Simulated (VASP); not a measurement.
# HgTe (F-43m) in VASP: a series of runs, part 3 of 3

VASP 6.6.1. Earlier steps stand in the parts before.

### Step 6. Relaxation of cell and atoms, LDA

This run uses another cell than the first one, of 36.79 Å³/atom, 1.034 times its volume.

Contents of INCAR:

```
  ALGO = Normal
  EDIFF = 1E-6
  EDIFFG = -0.005
  ENCUT = 600
  GGA = CA
  IBRION = 2
  ISIF = 3
  ISMEAR = -1
  LASPH = True
  LCHARG = False
  LREAL = False
  LWAVE = False
  NELM = 60
  NSW = 80
  PREC = Accurate
  SIGMA = 0.02
```

Contents of KPOINTS:

```
k-points
0
Gamma
  6 6 6
```

Contents of POSCAR:

```
HgTe
1.0
    0.0000000000      3.3260106985      3.3260106985
    3.3260106985      0.0000000000      3.3260106985
    3.3260106985      3.3260106985      0.0000000000
Hg Te
1 1
Direct
    0.0000000000      0.0000000000      0.0000000000
    0.2500000000      0.2500000000      0.2500000000
```

Potentials or basis: VASP PAW LDA potentials, release 64 (Hg, Te).

On the command line:

```sh
$ cat potpaw_LDA.64/Hg/POTCAR potpaw_LDA.64/Te/POTCAR > POTCAR
$ mpirun -np 1 vasp_std > vasp.out
```

OUTCAR:

```text
EDIFF = 1E-6
   EDIFFG = -0.005
   ENCUT = 600
   GGA = CA
   IBRION = 2
   ISIF = 3
   ISMEAR = -1
   LASPH = True
   LREAL = False
   NELM = 60
   NSW = 80
   PREC = Accurate

 ion  position               nearest neighbor table
   1  0.000  0.000  0.000-   2 2.88   2 2.88   2 2.88   2 2.88
   2  0.250  0.250  0.250-   1 2.88   1 2.88   1 2.88   1 2.88

  LATTYP: Found a face centered cubic cell.
 ALAT       =     6.6520213970

  Lattice vectors:

 A1 = (   0.0000000000,   3.3260106985,   3.3260106985)
 A2 = (   3.3260106985,   0.0000000000,   3.3260106985)
 A3 = (   3.3260106985,   3.3260106985,   0.0000000000)

Analysis of symmetry for initial positions (statically):
=====================================================================
 Subroutine PRICEL returns:
 Original cell was already a primitive cell.

 Routine SETGRP: Setting up the symmetry group for a
 face centered cubic supercell.

 Subroutine GETGRP returns: Found 24 space group operations
 (whereof 24 operations were pure point group operations)
 out of a pool of 48 trial point group operations.

The static configuration has the point symmetry T_d .

Analysis of symmetry for dynamics (positions and initial velocities):
=====================================================================
 Subroutine PRICEL returns:
 Original cell was already a primitive cell.

 Routine SETGRP: Setting up the symmetry group for a
 face centered cubic supercell.

 Subroutine GETGRP returns: Found 24 space group operations
 (whereof 24 operations were pure point group operations)
 out of a pool of 48 trial point group operations.

The dynamic configuration has the point symmetry T_d .

 Subroutine INISYM returns: Found 24 space group operations
 (whereof 24 operations are pure point group operations),
 and found     1 'primitive' translations

----------------------------------------------------------------------------------------

                                     Primitive cell

  volume of cell :      73.5870

  direct lattice vectors                    reciprocal lattice vectors
     0.000000000  3.326010699  3.326010699    -0.150330244  0.150330244  0.150330244
     3.326010699  0.000000000  3.326010699     0.150330244 -0.150330244  0.150330244
     3.326010699  3.326010699  0.000000000     0.150330244  0.150330244 -0.150330244

  length of vectors
     4.703689438  4.703689438  4.703689438     0.260379621  0.260379621  0.260379621

  position of ions in fractional coordinates (direct lattice)
[... 8 lines left out ...]
----------------------------------------------------------------------------------------

 KPOINTS: k-points

Automatic generation of k-mesh.
 Grid dimensions read from file:
 generate k-points for:    6    6    6

 Generating k-lattice:

  Cartesian coordinates                     Fractional coordinates (reciprocal lattice)
    -0.025055041  0.025055041  0.025055041     0.166666667  0.000000000  0.000000000
     0.025055041 -0.025055041  0.025055041     0.000000000  0.166666667  0.000000000
     0.025055041  0.025055041 -0.025055041     0.000000000  0.000000000  0.166666667

  Length of vectors
     0.043396603  0.043396603  0.043396603

  Shift w.r.t. Gamma in fractional coordinates (k-lattice)
     0.000000000  0.000000000  0.000000000

 Subroutine IBZKPT returns following result:
 ===========================================

 Found     16 irreducible k-points:

 Following reciprocal coordinates:
            Coordinates               Weight
  0.000000  0.000000  0.000000      1.000000
  0.166667  0.000000  0.000000      8.000000
  0.333333  0.000000  0.000000      8.000000
  0.500000  0.000000  0.000000      4.000000
  0.166667  0.166667  0.000000      6.000000
  0.333333  0.166667  0.000000     24.000000
[... 8 lines left out ...]
 -0.333333  0.333333  0.166667     24.000000
 -0.333333  0.500000  0.166667     12.000000
   k-points           NKPTS =     16   k-points in BZ     NKDIM =     16   number of bands    NBANDS=     13
   number of dos      NEDOS =    301   number of ions     NIONS =      2
   total plane-waves  NPLWV =  64000
   dimension x,y,z NGX =    40 NGY =   40 NGZ =   40
   dimension x,y,z NGXF=    80 NGYF=   80 NGZF=   80
   ions per type =               1   1
   NGX,Y,Z   is equivalent  to a cutoff of  14.14, 14.14, 14.14 a.u.
   NGXF,Y,Z  is equivalent  to a cutoff of  28.27, 28.27, 28.27 a.u.
 SYSTEM =  unknown system
   PREC   = accura    normal or accurate (medium, high low for compatibility)
   ISTART =      0    job   : 0-new  1-cont  2-samecut
   ICHARG =      2    charge: 1-file 2-atom 10-const
   ISPIN  =      1    spin polarized calculation?
   LNONCOLLINEAR =      F non collinear calculations
   LSORBIT =      F    spin-orbit coupling
   LASPH  =      T    aspherical Exc in radial PAW
   ENCUT  =  600.0 eV  44.10 Ry    6.64 a.u.   9.39  9.39  9.39*2*pi/ulx,y,z
   NELM   =     60;   NELMIN=  2; NELMDL= -5     # of ELM steps
   EDIFF  = 0.1E-05   stopping-criterion for ELM
   LREAL  =      F    real-space projection
   EDIFFG = -.5E-02   stopping-criterion for IOM
   NSW    =     80    number of steps for IOM
   IBRION =      2    ionic relax: 0-MD 1-quasi-New 2-CG
   NFREE  =      1    steps in history (QN), initial steepest desc. (CG)
   ISIF   =      3    stress and relaxation
   ISYM   =      2    0-nonsym 1-usesym 2-fastsym
   POTIM  = 0.5000    time-step for ionic-motion
   TEBEG  =    0.0;   TEEND  =   0.0 temperature during run
   PSTRESS=    0.0 pullay stress
   NELECT =      18.0000    total number of electrons
   NUPDOWN=      -1.0000    fix difference up-down
   EMIN   =  10.00;   EMAX   =-10.00  energy-range for DOS
   EFERMI =   0.00;   METHOD = LEGACY
   ISMEAR =    -1;   SIGMA  =   0.02  broadening in eV -4-tet -1-fermi 0-gaus
   EFERMI_NEDOS =   21; number of points for ismear=-14 and -15
   IALGO  =     38    algorithm
   IMIX   =      4    mixing-type and parameters
     AMIX     =   0.40;   BMIX     =  1.00
     AMIX_MAG =   1.60;   BMIX_MAG =  1.00
  volume/ion in A,a.u.               =      36.79       248.29
  Fermi-wavevector in a.u.,A,eV,Ry     =   1.023840  1.934777 14.262280  1.048248
  Thomas-Fermi vector in A             =   2.157595
   LORBIT       =      0    0 simple, 1 ext, 2 COOP (PROOUT), +10 PAW based schemes
   GGA     = CA    functional components
   LHFCALC =     F    Hartree Fock is set to
   AEXX    =    0.0000 exact exchange contribution
   IVDW    =     0    specifies the selected vdW correction
   LEPSILON=     F    determine dielectric tensor
   LRPA    =     F    only Hartree local field effects (RPA)
 conjugate gradient relaxation of ions
 non-spin polarized calculation
  energy-cutoff  :      600.00
  volume of cell :       73.59
 maximum number of plane-waves:      2475
 NGX is ok and might be reduce to    40
   NGX = 19   NGY = 19   NGZ = 19

--------------------------------------- Ionic step        1  -------------------------------------------

 number of electron      18.0000002 magnetization

 Free energy of the ion-electron system (eV)
  ---------------------------------------------------
  ext. energy  EPLUGINS =         0.00000000
  ---------------------------------------------------
  free energy    TOTEN  =        -4.94963438 eV

  energy without entropy =       -4.94928066  energy(sigma->0) =       -4.94945752

------------------------ aborting loop because EDIFF is reached ----------------------------------------

  FORCE on cell =-STRESS in cart. coord.  units (eV):
  Direction    XX          YY          ZZ          XY          YZ          ZX
  --------------------------------------------------------------------------------------
  -------------------------------------------------------------------------------------
  Total       -1.5659455     -1.5659455     -1.5659455     -0.0000000      0.0000000     -0.0000000
  in kB      -34.0946558    -34.0946558    -34.0946558     -0.0000000      0.0000000     -0.0000000
  external PRESSURE =     -34.0946558 kB  Pullay stress =       0.0000000 kB
[... 57 lines left out ...]
  energy  without entropy=       -5.0189810404  energy(sigma->0) =       -5.01915785

--------------------------------------- Ionic step        3  -------------------------------------------

 number of electron      18.0000002 magnetization

 Free energy of the ion-electron system (eV)
  ---------------------------------------------------
  ext. energy  EPLUGINS =         0.00000000
  ---------------------------------------------------
  free energy    TOTEN  =        -5.02506735 eV

  energy without entropy =       -5.02471372  energy(sigma->0) =       -5.02489053

 E-fermi :   2.9853     XC(G=0):  -9.1243

 val. band max:        2.9714700844   @ k =   0.0000   0.0000   0.0000
 cond. band min:       3.5674632996   @ k =   0.5000   0.0000   0.0000
 fundamental gap:      0.5959932152
 Fermi energy:         2.9853330814

 k-point     1 :       0.0000    0.0000    0.0000
  band No.  band energies     occupation
      1      -9.1113      2.00000
      2      -4.4436      2.00000
      3      -4.4436      2.00000
      4      -4.4436      2.00000
      5      -3.9044      2.00000
      6      -3.9044      2.00000
      7       2.1150      2.00000
      8       2.9715      1.33334
      9       2.9715      1.33334
     10       2.9715      1.33333
     11       7.1144      0.00000
     12       7.1144      0.00000
     13       7.1144      0.00000
[... 267 lines left out ...]
  FREE ENERGIE OF THE ION-ELECTRON SYSTEM (eV)
  ---------------------------------------------------
  free  energy   TOTEN  =        -5.0250673479 eV

  energy  without entropy=       -5.0247137207  energy(sigma->0) =       -5.02489053

 reached required accuracy - stopping structural energy minimisation
```

OSZICAR:

```text
N       E                     dE             d eps       ncg     rms          rms(c)
DAV:   1     0.110293275120E+03    0.11029E+03   -0.86850E+03   424   0.133E+03
DAV:   2     0.868307213786E-01   -0.11021E+03   -0.10360E+03   446   0.271E+02
DAV:   3    -0.510690546945E+01   -0.51937E+01   -0.51663E+01   521   0.597E+01
[... 24 lines left out ...]
DAV:   4    -0.502522888275E+01    0.14349E-02   -0.25038E-03   461   0.410E-01    0.150E-01
DAV:   5    -0.502507655143E+01    0.15233E-03   -0.42155E-04   444   0.267E-01    0.110E-01
DAV:   6    -0.502507239818E+01    0.41533E-05   -0.63849E-05   416   0.747E-02    0.376E-02
DAV:   7    -0.502506699813E+01    0.54000E-05   -0.22176E-05   466   0.654E-02    0.671E-03
DAV:   8    -0.502506734793E+01   -0.34980E-06   -0.21012E-06   316   0.138E-02
   3 F= -.50250673E+01 E0= -.50248905E+01  d E =-.754330E-01
```

CONTCAR:

```text
HgTe
   1.00000000000000
    -0.0000000000000000    3.2256132129335873    3.2256132129335873
     3.2256132129335873    0.0000000000000000    3.2256132129335873
     3.2256132129335873    3.2256132129335873   -0.0000000000000000
  Hg              Te
     1     1
Direct
     0.0000000000000000    0.0000000000000000    0.0000000000000000
     0.2500000000000000    0.2500000000000000    0.2500000000000000

  0.00000000E+00  0.00000000E+00  0.00000000E+00
  0.00000000E+00  0.00000000E+00  0.00000000E+00
```

Wall time 21 s (1 thread of Intel Xeon 6975P-C (Granite Rapids), shared host); peak memory 0.2 GiB.

What came out:

* Free energy: -5.0251 eV
* Relaxed volume: 33.56 Å³/atom
* Relaxed cell: a = 4.562 Å, b = 4.562 Å, c = 4.562 Å, α = 60.00°, β = 60.00°, γ = 60.00°
* Space group after relaxing (to 0.05 Å): F-43m (No. 216)
* Energy gained by relaxing: 37.7 meV/atom
* Ionic steps: 3
* Pressure after relaxing: 0.0 GPa
* Band gap on the k mesh: zero (filled and empty bands touch)

Step by step:
| step | energy change (eV) | largest force (eV/Å) | pressure (GPa) | volume (Å³) |
| --- | --- | --- | --- | --- |
| 1 | 0.0000 | 0.0000 | -3.41 | 73.59 |
| 2 | -0.0697 | 0.0000 | 1.18 | 65.56 |
| 3 | -0.0754 | 0.0000 | 0.02 | 67.12 |

Final structure:
```
CELL_PARAMETERS angstrom
0.00000 3.22561 3.22561
3.22561 0.00000 3.22561
3.22561 3.22561 0.00000
ATOMIC_POSITIONS crystal
Hg 0.00000 0.00000 0.00000
Te 0.25000 0.25000 0.25000
```

Caveat: spin-orbit coupling is left out, which moves the levels of the heavy elements.

### Step 7. The runs side by side

| task | level | potentials or basis | cell | cutoff (eV) | gap on the mesh (eV) | pressure (GPa) | relaxed volume (Å³/atom) |
| --- | --- | --- | --- | --- | --- | --- | --- |
| single point | r2SCAN | VASP PAW PBE potentials, release 64 (Hg, Te) | a = 4.652 Å, angles 60.0°, 2 atoms | 520 | none | 0.0 | - |
| relaxation of cell and atoms | PBE | VASP PAW PBE potentials, release 64 (Hg, Te) | relaxed from a = 4.394 Å, angles 60.0°, 2 atoms | 600 | none | 0.0 | 36.88 |
| relaxation of cell and atoms | PBEsol | VASP PAW PBE potentials, release 64 (Hg, Te) | relaxed from a = 4.704 Å, angles 60.0°, 2 atoms | 600 | none | 0.0 | 34.64 |
| relaxation of cell and atoms | LDA | VASP PAW LDA potentials, release 64 (Hg, Te) | relaxed from a = 4.704 Å, angles 60.0°, 2 atoms | 600 | none | 0.0 | 33.56 |

Alike in all rows: no spin polarisation; k mesh 6 × 6 × 6; smearing fermi-dirac 0.02 eV.

Caveats: spin-orbit coupling is left out, which moves the levels of the heavy elements; the PAW data sets were made with another functional, which shifts forces and pressure a little (some runs); the volume moved by over 15 % at a fixed basis, so the end points are rough (some runs).

Total energies depend on the potentials used, so only differences within one code and one set of settings carry meaning.
